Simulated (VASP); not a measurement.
# Nb (Im-3m) in VASP: notebook

Runs on Nb. Level: PBE. Tasks: single point, relaxation of cell and atoms.

Program: VASP 6.6.1. These are calculated values, not measurements. Logs are shortened: lines on timing, memory, paths and dates and some standing lists are left out, and cuts for length are marked.

## (1) The cell of the first run

The structure is cubic, space group Im-3m (No. 229). Conventional cell: a = 3.102 Å, b = 3.102 Å, c = 3.102 Å, α = 90.00°, β = 90.00°, γ = 90.00°. Within 3.5 Å of Nb (site symmetry m-3m) lie 14 Nb at 2.69 to 3.10 Å.

## (2) Single point, PBE

Input file INCAR:

```
SYSTEM = Nb
PREC = Accurate
ENCUT = 520
EDIFF = 1E-7
ISMEAR = 1
SIGMA = 0.1
LREAL = .FALSE.
LASPH = .TRUE.
NELM = 60
ALGO = Normal
ISIF = 2
LWAVE = .FALSE.
LCHARG = .FALSE.
GGA = PE
NBANDS = 12
```

Input file KPOINTS:

```
Automatic mesh
0
G
  10 10 10
  0 0 0
```

Input file POSCAR:

```
Nb
1.0
    1.5512360054      1.5512360054      1.5512360054
   -1.5512360054      1.5512360054      1.5512360054
   -1.5512360054     -1.5512360054      1.5512360054
Nb
1
Direct
    0.0000000000      0.0000000000      0.0000000000
```

Potentials or basis: VASP PAW PBE potentials, release 64 (Nb_sv).

Started as:

```sh
$ cat potpaw_PBE.64/Nb_sv/POTCAR > POTCAR
$ mpirun -np 1 vasp_std > vasp.out
```

OUTCAR:

```text
SYSTEM = Nb
   PREC = Accurate
   ENCUT = 520
   EDIFF = 1E-7
   ISMEAR = 1
   LREAL = .FALSE.
   LASPH = .TRUE.
   NELM = 60
   ISIF = 2
   GGA = PE

 ion  position               nearest neighbor table
   1  0.000  0.000  0.000-

  LATTYP: Found a body centered cubic cell.
 ALAT       =     3.1024720108

  Lattice vectors:

 A1 = (   1.5512360054,  -1.5512360054,  -1.5512360054)
 A2 = (   1.5512360054,   1.5512360054,   1.5512360054)
 A3 = (  -1.5512360054,  -1.5512360054,   1.5512360054)

Analysis of symmetry for initial positions (statically):
=====================================================================
 Subroutine PRICEL returns:
 Original cell was already a primitive cell.

 Routine SETGRP: Setting up the symmetry group for a
 body centered cubic supercell.

 Subroutine GETGRP returns: Found 48 space group operations
 (whereof 48 operations were pure point group operations)
 out of a pool of 48 trial point group operations.

The static configuration has the point symmetry O_h .

Analysis of symmetry for dynamics (positions and initial velocities):
=====================================================================
 Subroutine PRICEL returns:
 Original cell was already a primitive cell.

 Routine SETGRP: Setting up the symmetry group for a
 body centered cubic supercell.

 Subroutine GETGRP returns: Found 48 space group operations
 (whereof 48 operations were pure point group operations)
 out of a pool of 48 trial point group operations.

The dynamic configuration has the point symmetry O_h .

 Subroutine INISYM returns: Found 48 space group operations
 (whereof 48 operations are pure point group operations),
 and found     1 'primitive' translations

----------------------------------------------------------------------------------------

                                     Primitive cell

  volume of cell :      14.9312

  direct lattice vectors                    reciprocal lattice vectors
     1.551236005  1.551236005  1.551236005     0.322323617  0.000000000  0.322323617
    -1.551236005  1.551236005  1.551236005    -0.322323617  0.322323617  0.000000000
    -1.551236005 -1.551236005  1.551236005     0.000000000 -0.322323617  0.322323617

  length of vectors
     2.686819576  2.686819576  2.686819576     0.455834431  0.455834431  0.455834431

  position of ions in fractional coordinates (direct lattice)
     0.000000000  0.000000000  0.000000000

  ion indices of the primitive-cell ions
   primitive index   ion index
                 1           1

----------------------------------------------------------------------------------------

 KPOINTS: Automatic mesh

Automatic generation of k-mesh.
 Grid dimensions read from file:
 generate k-points for:   10   10   10

 Generating k-lattice:

  Cartesian coordinates                     Fractional coordinates (reciprocal lattice)
     0.032232362  0.000000000  0.032232362     0.100000000  0.000000000  0.000000000
    -0.032232362  0.032232362  0.000000000     0.000000000  0.100000000  0.000000000
     0.000000000 -0.032232362  0.032232362     0.000000000  0.000000000  0.100000000

  Length of vectors
     0.045583443  0.045583443  0.045583443

  Shift w.r.t. Gamma in fractional coordinates (k-lattice)
     0.000000000  0.000000000  0.000000000

 Subroutine IBZKPT returns following result:
 ===========================================

 Found     47 irreducible k-points:

 Following reciprocal coordinates:
            Coordinates               Weight
  0.000000  0.000000  0.000000      1.000000
  0.100000  0.000000  0.000000     12.000000
  0.200000  0.000000  0.000000     12.000000
  0.300000  0.000000  0.000000     12.000000
  0.400000  0.000000  0.000000     12.000000
  0.500000  0.000000  0.000000      6.000000
[... 16 lines left out ...]
  0.100000  0.300000  0.100000      8.000000
  0.500000  0.300000  0.100000     24.000000
 [... further k-points ...]
   k-points           NKPTS =     47   k-points in BZ     NKDIM =     47   number of bands    NBANDS=     12
   number of dos      NEDOS =    301   number of ions     NIONS =      1
   total plane-waves  NPLWV =   8000
   dimension x,y,z NGX =    20 NGY =   20 NGZ =   20
   dimension x,y,z NGXF=    40 NGYF=   40 NGZF=   40
   ions per type =               1
   NGX,Y,Z   is equivalent  to a cutoff of  12.37, 12.37, 12.37 a.u.
   NGXF,Y,Z  is equivalent  to a cutoff of  24.75, 24.75, 24.75 a.u.
 SYSTEM =  Nb
   PREC   = accura    normal or accurate (medium, high low for compatibility)
   ISTART =      0    job   : 0-new  1-cont  2-samecut
   ICHARG =      2    charge: 1-file 2-atom 10-const
   ISPIN  =      1    spin polarized calculation?
   LNONCOLLINEAR =      F non collinear calculations
   LSORBIT =      F    spin-orbit coupling
   LASPH  =      T    aspherical Exc in radial PAW
   ENCUT  =  520.0 eV  38.22 Ry    6.18 a.u.   5.00  5.00  5.00*2*pi/ulx,y,z
   NELM   =     60;   NELMIN=  2; NELMDL= -5     # of ELM steps
   EDIFF  = 0.1E-06   stopping-criterion for ELM
   LREAL  =      F    real-space projection
   EDIFFG = 0.1E-05   stopping-criterion for IOM
   NSW    =      0    number of steps for IOM
   IBRION =     -1    ionic relax: 0-MD 1-quasi-New 2-CG
   NFREE  =      0    steps in history (QN), initial steepest desc. (CG)
   ISIF   =      2    stress and relaxation
   ISYM   =      2    0-nonsym 1-usesym 2-fastsym
   POTIM  = 0.5000    time-step for ionic-motion
   TEBEG  =    0.0;   TEEND  =   0.0 temperature during run
   PSTRESS=    0.0 pullay stress
   NELECT =      13.0000    total number of electrons
   NUPDOWN=      -1.0000    fix difference up-down
   EMIN   =  10.00;   EMAX   =-10.00  energy-range for DOS
   EFERMI =   0.00;   METHOD = LEGACY
   ISMEAR =     1;   SIGMA  =   0.10  broadening in eV -4-tet -1-fermi 0-gaus
   EFERMI_NEDOS =   21; number of points for ismear=-14 and -15
   IALGO  =     38    algorithm
   IMIX   =      4    mixing-type and parameters
     AMIX     =   0.40;   BMIX     =  1.00
     AMIX_MAG =   1.60;   BMIX_MAG =  1.00
  volume/ion in A,a.u.               =      14.93       100.76
  Fermi-wavevector in a.u.,A,eV,Ry     =   1.563237  2.954089 33.248679  2.443709
  Thomas-Fermi vector in A             =   2.666038
   LORBIT       =      0    0 simple, 1 ext, 2 COOP (PROOUT), +10 PAW based schemes
   GGA     = PE    functional components
   LHFCALC =     F    Hartree Fock is set to
   AEXX    =    0.0000 exact exchange contribution
   IVDW    =     0    specifies the selected vdW correction
   LEPSILON=     F    determine dielectric tensor
   LRPA    =     F    only Hartree local field effects (RPA)
 non-spin polarized calculation
 Methfessel and Paxton  Order N= 1 SIGMA  =   0.10
  energy-cutoff  :      520.00
  volume of cell :       14.93
 maximum number of plane-waves:       418
   NGX =  9   NGY =  9   NGZ =  9

 number of electron      12.9999999 magnetization

 Free energy of the ion-electron system (eV)
  ---------------------------------------------------
  ext. energy  EPLUGINS =         0.00000000
  ---------------------------------------------------
  free energy    TOTEN  =        -9.81607333 eV

  energy without entropy =       -9.81651286  energy(sigma->0) =       -9.81621984

 E-fermi :  14.0481     XC(G=0): -13.4983

 val. band max:       14.0366159956   @ k =   0.5000   0.3000   0.2000
 cond. band min:      14.1901191479   @ k =   0.1000   0.0000   0.0000
 fundamental gap:      0.1535031522
 Fermi energy:        14.0480770687

 k-point     1 :       0.0000    0.0000    0.0000
  band No.  band energies     occupation
      1     -40.2179      2.00000
      2     -14.9614      2.00000
      3     -14.9614      2.00000
      4     -14.9614      2.00000
      5       7.8589      2.00000
      6      14.2858     -0.00393
      7      14.2858     -0.00393
      8      14.2858     -0.00393
      9      17.8596      0.00000
     10      17.8596      0.00000
     11      28.6998      0.00000
     12      28.6998      0.00000

 k-point     2 :       0.1000    0.0000    0.0000
  band No.  band energies     occupation
      1     -40.1713      2.00000
      2     -15.2131      2.00000
      3     -15.0349      2.00000
      4     -14.9647      2.00000
      5       8.3635      2.00000
      6      13.9607      2.01306
      7      14.1901     -0.06200
      8      14.7879     -0.00000
      9      17.3871      0.00000
     10      17.8530      0.00000
     11      29.1416      0.00000
     12      29.5709      0.00000

 k-point     3 :       0.2000    0.0000    0.0000
  band No.  band energies     occupation
      1     -40.0471      2.00000
      2     -15.8429      2.00000
      3     -15.2230      2.00000
      4     -14.9736      2.00000
      5       9.5063      2.00000
      6      13.2157      2.00000
      7      13.8684      2.02910
      8      16.2294      0.00000
      9      17.0787      0.00000
     10      17.9248      0.00000
     11      29.7247      0.00000
     12      31.9417      0.00000
[... 286 lines left out ...]
 k-point    23 :       0.1000    0.3000    0.1000
  band No.  band energies     occupation
      1     -39.9795      2.00000
      2     -16.1755      2.00000
      3     -15.1525      2.00000
      4     -15.1525      2.00000
      5      10.2973      2.00000
      6      12.8861      2.00000
      7      12.8861      2.00000
      8      17.6743      0.00000
      9      17.6743      0.00000
     10      17.9363      0.00000
     11      30.5279      0.00000
     12      31.7730      0.00000

 k-point    24 :       0.5000    0.3000    0.1000
  band No.  band energies     occupation
      1     -39.6404      2.00000
      2     -16.9029      2.00000
      3     -16.1979      2.00000
      4     -15.3325      2.00000
      5      11.5165      2.00000
      6      11.8329      2.00000
      7      13.5859      2.00000
      8      17.1012      0.00000
      9      19.2301      0.00000
     10      23.9342      0.00000
     11      28.1455      0.00000
     12      31.1287      0.00000

 [... further k-points ...]

------------------------ aborting loop because EDIFF is reached ----------------------------------------

  FORCE on cell =-STRESS in cart. coord.  units (eV):
  Direction    XX          YY          ZZ          XY          YZ          ZX
  --------------------------------------------------------------------------------------
  -------------------------------------------------------------------------------------
  Total        4.1372159      4.1372159      4.1372159      0.0000000     -0.0000000      0.0000000
  in kB      443.9408922    443.9408922    443.9408922      0.0000000     -0.0000000      0.0000000
  external PRESSURE =     443.9408922 kB  Pullay stress =       0.0000000 kB

 VOLUME and BASIS-vectors are now :
 -----------------------------------------------------------------------------
  energy-cutoff  :      520.00
  volume of cell :       14.93
      direct lattice vectors                 reciprocal lattice vectors
     1.551236005  1.551236005  1.551236005     0.322323617  0.000000000  0.322323617
    -1.551236005  1.551236005  1.551236005    -0.322323617  0.322323617  0.000000000
    -1.551236005 -1.551236005  1.551236005     0.000000000 -0.322323617  0.322323617

 POSITION                                       TOTAL-FORCE (eV/Angst)
 -----------------------------------------------------------------------------------
      0.00000      0.00000      0.00000         0.000000      0.000000      0.000000
 -----------------------------------------------------------------------------------
    total drift:                               -0.000000     -0.000000     -0.000000

  FREE ENERGIE OF THE ION-ELECTRON SYSTEM (eV)
  ---------------------------------------------------
  free  energy   TOTEN  =        -9.8160733310 eV

  energy  without entropy=       -9.8165128611  energy(sigma->0) =       -9.81621984
```

Wall time 6 s (1 thread of Intel Xeon 6975P-C, shared host); peak memory 0.12 GiB.

What came out:

| Item | Value |
| --- | --- |
| Free energy | -9.8161 eV |
| Pressure | 44.4 GPa |

Levels at points of the mesh, in eV from the Fermi level:
```tsv
k point	band 2	band 3	band 4	band 5	band 6	band 7	band 8	band 9	band 10	band 11
(0.00, 0.00, 0.00)	-29.01	-29.01	-29.01	-6.19	0.24	0.24	0.24	3.81	3.81	14.65
(0.50, 0.00, 0.00)	-31.39	-29.74	-29.05	-4.61	-2.34	3.42	4.01	4.85	8.02	12.16
(0.50, 0.50, 0.50)	-30.60	-30.60	-30.60	-4.99	-4.99	6.97	6.97	6.97	10.84	10.84
```

(Continued in part 2 of 2.)
